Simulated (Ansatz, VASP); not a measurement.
KTaO3: VASP beside Ansatz

INCAR

```
SYSTEM = KTaO3
PREC     = Accurate       ! precision mode
ENCUT    = 700            ! plane-wave cutoff, eV
EDIFF    = 1E-6           ! SCF threshold, eV
ISMEAR   = 0              ! smearing method
SIGMA    = 0.05           ! smearing width, eV
LREAL    = .False.        ! projectors in reciprocal space
LASPH    = .True.         ! aspherical terms in the spheres
NELM     = 120            ! most SCF steps
ALGO     = Normal         ! electronic algorithm
ISIF     = 2              ! what is computed and relaxed
LWAVE    = .False.        ! write WAVECAR
LCHARG   = .False.        ! write CHGCAR
GGA      = PE             ! functional
NBANDS   = 28             ! bands
GGA_COMPAT= .False.
```

Contents of KPOINTS:

```
Automatic mesh
0
Gamma
  8 8 8
  0 0 0
```

The input POSCAR:

```
KTaO3
1.0
    4.2206877437      1.0551719359      1.0551719359
    1.0551719359      4.2206877437      1.0551719359
    1.0551719359      1.0551719359      4.2206877437
K Ta O
1 1 3
Direct
    0.5000000000      0.5000000000      0.5000000000
    0.0000000000      0.0000000000      0.0000000000
    0.5000000000      0.0000000000      0.0000000000
    0.0000000000      0.5000000000      0.0000000000
    0.0000000000      0.0000000000      0.5000000000
```

Input for Ansatz:

```yaml
crystal:
  lattice:
    - [4.2206877437, 1.0551719359, 1.0551719359]
    - [1.0551719359, 4.2206877437, 1.0551719359]
    - [1.0551719359, 1.0551719359, 4.2206877437]
  atoms:
    - { symbol: K, position: [0.5, 0.5, 0.5] }
    - { symbol: Ta, position: [0.0, 0.0, 0.0] }
    - { symbol: O, position: [0.5, 0.0, 0.0] }
    - { symbol: O, position: [0.0, 0.5, 0.0] }
    - { symbol: O, position: [0.0, 0.0, 0.5] }
basis:
  ecutwfc: 420
kpoints:
  mp_grid: { grid: [8, 8, 8] }
hamiltonian:
  xc: pbe
scf:
  occupations: { method: gaussian, width: 0.05 }
output:
  forces: true
  stress: true
  eigenvalues: true
```

Alike in both runs: task single point; functional PBE; k mesh 8 × 8 × 8; occupations gaussian, width 0.05 eV; no spin polarisation.

|  | VASP | Ansatz |
| --- | --- | --- |
| version | VASP 6.6.1 | Ansatz 0.2.0 |
| potentials or method | VASP PAW PBE potentials, release 64 (K_sv, Ta_sv_GW, O), cutoff 700 eV | scalar-relativistic, plane waves, PAW |
| valence electrons in the cell | 40 | 40 |

```tsv
	VASP	Ansatz	Ansatz less VASP
gap on the k mesh at the Fermi level (eV)	none	none	-
pressure (GPa)	14.3	13.5	-0.76
traceless stress, the component that is largest in VASP (GPa)	-38.21	-37.78	+0.424
```

A gap of «none» marks a metal or a gap that the smearing closes.

Spin-orbit coupling is off throughout.
